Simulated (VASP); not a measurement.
# ScRu3 (Pm-3n) in VASP: a series of runs

ScRu3 is run at these levels: PBE; tasks: single point, relaxation of cell and atoms.

Everything below comes from runs of VASP 6.6.1. Logs are shortened: lines on timing, memory, paths and dates and some standing lists are left out, and cuts for length are marked.

## 1. The cell of the first run

The structure is cubic, space group Pm-3n (No. 223). Conventional cell: a = 4.758 Å, b = 4.758 Å, c = 4.758 Å, α = 90.00°, β = 90.00°, γ = 90.00°. Sc (site symmetry m-3) has 12 Ru at 2.66 Å within 3.5 Å. Within 3.1 Å of Ru (site symmetry -4m2) lie 10 Ru at 2.38 to 2.91 Å and 4 Sc at 2.66 Å.

The cell was generated, and may not be a known phase.

## 2. Single point, PBE

Contents of INCAR:

```
SYSTEM = ScRu3
PREC     = Accurate       ! precision mode
ENCUT    = 520            ! plane-wave cutoff, eV
EDIFF    = 1E-6           ! SCF threshold, eV
ISMEAR   = 0              ! smearing method
SIGMA    = 0.1            ! smearing width, eV
LREAL    = .False.        ! projectors in reciprocal space
LASPH    = .True.         ! aspherical terms in the spheres
NELM     = 60             ! most SCF steps
ALGO     = Fast           ! electronic algorithm
ISIF     = 2              ! what is computed and relaxed
LWAVE    = .False.        ! write WAVECAR
LCHARG   = .False.        ! write CHGCAR
GGA      = PE             ! functional
NBANDS   = 63             ! bands
```

Contents of KPOINTS:

```
Automatic mesh
0
Gamma
  4 4 4
  0 0 0
```

Contents of POSCAR:

```
ScRu3
1.0
    4.7576191800      0.0000000000      0.0000000000
    0.0000000000      4.7576191800      0.0000000000
    0.0000000000      0.0000000000      4.7576191800
Sc Ru
2 6
Direct
    0.0000000000      0.0000000000      0.0000000000
    0.5000000000      0.5000000000      0.5000000000
    0.2500000000      0.0000000000      0.5000000000
    0.5000000000      0.7500000000      0.0000000000
    0.7500000000      0.0000000000      0.5000000000
    0.5000000000      0.2500000000      0.0000000000
    0.0000000000      0.5000000000      0.7500000000
    0.0000000000      0.5000000000      0.2500000000
```

Potentials or basis: VASP PAW PBE potentials, release 64 (Sc_sv, Ru_pv).

Started as:

```console
> cat potpaw_PBE.64/Sc_sv/POTCAR potpaw_PBE.64/Ru_pv/POTCAR > POTCAR
> mpirun -np 1 vasp_std > vasp.out
```

OUTCAR:

```text
SYSTEM = ScRu3
   PREC = Accurate
   ENCUT = 520
   EDIFF = 1E-6
   ISMEAR = 0
   LREAL = .False.
   LASPH = .True.
   NELM = 60
   ISIF = 2
   GGA = PE

 ion  position               nearest neighbor table
   1  0.000  0.000  0.000-   3 2.66   4 2.66   5 2.66   6 2.66   7 2.66   8 2.66   3 2.66   5 2.66
                             7 2.66   8 2.66   4 2.66   6 2.66
   2  0.500  0.500  0.500-   3 2.66   4 2.66   5 2.66   6 2.66   7 2.66   8 2.66   4 2.66   6 2.66
                             3 2.66   5 2.66   7 2.66   8 2.66
   3  0.250  0.000  0.500-   5 2.38   5 2.38   1 2.66   1 2.66   2 2.66   2 2.66   8 2.91   4 2.91
                             4 2.91   6 2.91   6 2.91   7 2.91   8 2.91   7 2.91
   4  0.500  0.750  0.000-   6 2.38   6 2.38   1 2.66   2 2.66   2 2.66   1 2.66   8 2.91   5 2.91
                             3 2.91   5 2.91   3 2.91   7 2.91   7 2.91   8 2.91
   5  0.750  0.000  0.500-   3 2.38   3 2.38   1 2.66   1 2.66   2 2.66   2 2.66   8 2.91   4 2.91
                             4 2.91   6 2.91   6 2.91   7 2.91   8 2.91   7 2.91
   6  0.500  0.250  0.000-   4 2.38   4 2.38   1 2.66   2 2.66   2 2.66   1 2.66   8 2.91   3 2.91
                             3 2.91   5 2.91   5 2.91   7 2.91   7 2.91   8 2.91
   7  0.000  0.500  0.750-   8 2.38   8 2.38   1 2.66   2 2.66   1 2.66   2 2.66   3 2.91   4 2.91
                             5 2.91   3 2.91   5 2.91   6 2.91   4 2.91   6 2.91
   8  0.000  0.500  0.250-   7 2.38   7 2.38   1 2.66   2 2.66   1 2.66   2 2.66   3 2.91   4 2.91
                             5 2.91   3 2.91   5 2.91   6 2.91   4 2.91   6 2.91

  LATTYP: Found a simple cubic cell.
 ALAT       =     4.7576191800

  Lattice vectors:

 A1 = (   4.7576191800,   0.0000000000,   0.0000000000)
 A2 = (   0.0000000000,   4.7576191800,   0.0000000000)
 A3 = (   0.0000000000,   0.0000000000,   4.7576191800)

Analysis of symmetry for initial positions (statically):
=====================================================================
 Subroutine PRICEL returns:
 Original cell was already a primitive cell.

 Routine SETGRP: Setting up the symmetry group for a
 simple cubic supercell.

 Subroutine GETGRP returns: Found 48 space group operations
 (whereof 24 operations were pure point group operations)
 out of a pool of 48 trial point group operations.

The static configuration has the point symmetry T_h .
 The point group associated with its full space group is O_h .

Analysis of symmetry for dynamics (positions and initial velocities):
=====================================================================
 Subroutine PRICEL returns:
 Original cell was already a primitive cell.

 Routine SETGRP: Setting up the symmetry group for a
 simple cubic supercell.

 Subroutine GETGRP returns: Found 48 space group operations
 (whereof 24 operations were pure point group operations)
 out of a pool of 48 trial point group operations.

The dynamic configuration has the point symmetry T_h .
 The point group associated with its full space group is O_h .

 Subroutine INISYM returns: Found 48 space group operations
 (whereof 24 operations are pure point group operations),
 and found     1 'primitive' translations

----------------------------------------------------------------------------------------

                                     Primitive cell

  volume of cell :     107.6884

  direct lattice vectors                    reciprocal lattice vectors
     4.757619180  0.000000000  0.000000000     0.210189164  0.000000000  0.000000000
     0.000000000  4.757619180  0.000000000     0.000000000  0.210189164  0.000000000
     0.000000000  0.000000000  4.757619180     0.000000000  0.000000000  0.210189164

  length of vectors
     4.757619180  4.757619180  4.757619180     0.210189164  0.210189164  0.210189164

  position of ions in fractional coordinates (direct lattice)
     0.000000000  0.000000000  0.000000000
     0.500000000  0.500000000  0.500000000
     0.250000000  0.000000000  0.500000000
     0.500000000  0.750000000  0.000000000
     0.750000000  0.000000000  0.500000000
     0.500000000  0.250000000  0.000000000
     0.000000000  0.500000000  0.750000000
     0.000000000  0.500000000  0.250000000

  ion indices of the primitive-cell ions
   primitive index   ion index
                 1           1
                 2           2
                 3           3
                 4           4
                 5           5
                 6           6
                 7           7
                 8           8

----------------------------------------------------------------------------------------

 KPOINTS: Automatic mesh

Automatic generation of k-mesh.
 Grid dimensions read from file:
 generate k-points for:    4    4    4

 Generating k-lattice:

  Cartesian coordinates                     Fractional coordinates (reciprocal lattice)
     0.052547291  0.000000000  0.000000000     0.250000000  0.000000000  0.000000000
     0.000000000  0.052547291  0.000000000     0.000000000  0.250000000  0.000000000
     0.000000000  0.000000000  0.052547291     0.000000000  0.000000000  0.250000000

  Length of vectors
     0.052547291  0.052547291  0.052547291

  Shift w.r.t. Gamma in fractional coordinates (k-lattice)
     0.000000000  0.000000000  0.000000000

 Subroutine IBZKPT returns following result:
 ===========================================

 Found     10 irreducible k-points:

 Following reciprocal coordinates:
            Coordinates               Weight
  0.000000  0.000000  0.000000      1.000000
  0.250000  0.000000  0.000000      6.000000
  0.500000  0.000000  0.000000      3.000000
  0.250000  0.250000  0.000000     12.000000
  0.500000  0.250000  0.000000     12.000000
  0.500000  0.500000  0.000000      3.000000
  0.250000  0.250000  0.250000      8.000000
  0.500000  0.250000  0.250000     12.000000
  0.500000  0.500000  0.250000      6.000000
  0.500000  0.500000  0.500000      1.000000
   k-points           NKPTS =     10   k-points in BZ     NKDIM =     10   number of bands    NBANDS=     63
   number of dos      NEDOS =    301   number of ions     NIONS =      8
   total plane-waves  NPLWV =  46656
   dimension x,y,z NGX =    36 NGY =   36 NGZ =   36
   dimension x,y,z NGXF=    72 NGYF=   72 NGZF=   72
   ions per type =               2   6
   NGX,Y,Z   is equivalent  to a cutoff of  12.58, 12.58, 12.58 a.u.
   NGXF,Y,Z  is equivalent  to a cutoff of  25.16, 25.16, 25.16 a.u.
 SYSTEM =  ScRu3
   PREC   = accura    normal or accurate (medium, high low for compatibility)
   ISTART =      0    job   : 0-new  1-cont  2-samecut
   ICHARG =      2    charge: 1-file 2-atom 10-const
   ISPIN  =      1    spin polarized calculation?
   LNONCOLLINEAR =      F non collinear calculations
   LSORBIT =      F    spin-orbit coupling
   LASPH  =      T    aspherical Exc in radial PAW
   ENCUT  =  520.0 eV  38.22 Ry    6.18 a.u.   8.85  8.85  8.85*2*pi/ulx,y,z
   NELM   =     60;   NELMIN=  2; NELMDL= -5     # of ELM steps
   EDIFF  = 0.1E-05   stopping-criterion for ELM
   LREAL  =      F    real-space projection
   EDIFFG = 0.1E-04   stopping-criterion for IOM
   NSW    =      0    number of steps for IOM
   IBRION =     -1    ionic relax: 0-MD 1-quasi-New 2-CG
   NFREE  =      0    steps in history (QN), initial steepest desc. (CG)
   ISIF   =      2    stress and relaxation
   ISYM   =      2    0-nonsym 1-usesym 2-fastsym
   POTIM  = 0.5000    time-step for ionic-motion
   TEBEG  =    0.0;   TEEND  =   0.0 temperature during run
   PSTRESS=    0.0 pullay stress
   NELECT =     106.0000    total number of electrons
   NUPDOWN=      -1.0000    fix difference up-down
   EMIN   =  10.00;   EMAX   =-10.00  energy-range for DOS
   EFERMI =   0.00;   METHOD = LEGACY
   ISMEAR =     0;   SIGMA  =   0.10  broadening in eV -4-tet -1-fermi 0-gaus
   EFERMI_NEDOS =   21; number of points for ismear=-14 and -15
   IALGO  =     68    algorithm
   IMIX   =      4    mixing-type and parameters
     AMIX     =   0.40;   BMIX     =  1.00
     AMIX_MAG =   1.60;   BMIX_MAG =  1.00
  volume/ion in A,a.u.               =      13.46        90.84
  Fermi-wavevector in a.u.,A,eV,Ry     =   1.628498  3.077414 36.082709  2.652004
  Thomas-Fermi vector in A             =   2.721118
   LORBIT       =      0    0 simple, 1 ext, 2 COOP (PROOUT), +10 PAW based schemes
   GGA     = PE    functional components
   LHFCALC =     F    Hartree Fock is set to
   AEXX    =    0.0000 exact exchange contribution
   IVDW    =     0    specifies the selected vdW correction
   LEPSILON=     F    determine dielectric tensor
   LRPA    =     F    only Hartree local field effects (RPA)
 non-spin polarized calculation
 RMM-DIIS sequential band-by-band and
 Gauss-broadening in eV      SIGMA  =   0.10
  energy-cutoff  :      520.00
  volume of cell :      107.69
 maximum number of plane-waves:      2945
 NGX is ok and might be reduce to    36
   NGX = 17   NGY = 17   NGZ = 17

 number of electron     105.9999949 magnetization

 Free energy of the ion-electron system (eV)
  ---------------------------------------------------
  ext. energy  EPLUGINS =         0.00000000
  ---------------------------------------------------
  free energy    TOTEN  =       -64.86543896 eV

  energy without entropy =      -64.79592937  energy(sigma->0) =      -64.83068417

 E-fermi :  11.8504     XC(G=0): -13.7511

 val. band max:       11.7894236479   @ k =   0.5000   0.2500   0.2500
 cond. band min:      11.8624541276   @ k =   0.2500   0.2500   0.2500
 fundamental gap:      0.0730304797
 Fermi energy:        11.8504297894

 k-point     1 :       0.0000    0.0000    0.0000
  band No.  band energies     occupation
      1     -36.3014      2.00000
      2     -36.2885      2.00000
      3     -32.1500      2.00000
      4     -32.1500      2.00000
      5     -32.0004      2.00000
      6     -31.1702      2.00000
[... 55 lines left out ...]
     62      14.8310      0.00000
     63      15.0247      0.00000

 k-point     2 :       0.2500    0.0000    0.0000
  band No.  band energies     occupation
      1     -36.3022      2.00000
      2     -36.2929      2.00000
      3     -32.1413      2.00000
      4     -32.0898      2.00000
      5     -31.8560      2.00000
      6     -31.1628      2.00000
[... 583 lines left out ...]
     62      13.8019      0.00000
     63      14.8132      0.00000

------------------------ aborting loop because EDIFF is reached ----------------------------------------

  FORCE on cell =-STRESS in cart. coord.  units (eV):
  Direction    XX          YY          ZZ          XY          YZ          ZX
  --------------------------------------------------------------------------------------
  -------------------------------------------------------------------------------------
  Total       25.4084543     25.4084543     25.4084543      0.0000000      0.0000000      0.0000000
  in kB      378.0243716    378.0243716    378.0243716      0.0000000      0.0000000      0.0000000
  external PRESSURE =     378.0243716 kB  Pullay stress =       0.0000000 kB

 VOLUME and BASIS-vectors are now :
 -----------------------------------------------------------------------------
  energy-cutoff  :      520.00
  volume of cell :      107.69
      direct lattice vectors                 reciprocal lattice vectors
     4.757619180  0.000000000  0.000000000     0.210189164  0.000000000  0.000000000
     0.000000000  4.757619180  0.000000000     0.000000000  0.210189164  0.000000000
     0.000000000  0.000000000  4.757619180     0.000000000  0.000000000  0.210189164

 POSITION                                       TOTAL-FORCE (eV/Angst)
 -----------------------------------------------------------------------------------
      0.00000      0.00000      0.00000         0.000000      0.000000      0.000000
      2.37881      2.37881      2.37881         0.000000      0.000000      0.000000
      1.18940      0.00000      2.37881         0.000000     -0.000000      0.000000
      2.37881      3.56821      0.00000         0.000000     -0.000000      0.000000
      3.56821      0.00000      2.37881        -0.000000     -0.000000     -0.000000
      2.37881      1.18940      0.00000        -0.000000      0.000000      0.000000
      0.00000      2.37881      3.56821         0.000000      0.000000      0.000000
      0.00000      2.37881      1.18940        -0.000000     -0.000000     -0.000000
 -----------------------------------------------------------------------------------
    total drift:                                0.000000      0.000000     -0.000000

  FREE ENERGIE OF THE ION-ELECTRON SYSTEM (eV)
  ---------------------------------------------------
  free  energy   TOTEN  =       -64.8654389638 eV

  energy  without entropy=      -64.7959293689  energy(sigma->0) =      -64.83068417
```

Run time: 52 s. Hardware: 1 thread of Intel Xeon 6975P-C (Granite Rapids), shared host; peak memory 0.22 GiB.

What came out:

- Free energy: -64.8654 eV
- Pressure: 37.8 GPa
- Band gap on the k mesh: zero (bands 53 and 54 overlap by 0.95 eV)

Caveat: the cell stands under pressure.

(Part 1 of 2 ends here.)

The gap in the log of VASP goes by the Fermi energy; the results here count the filled bands.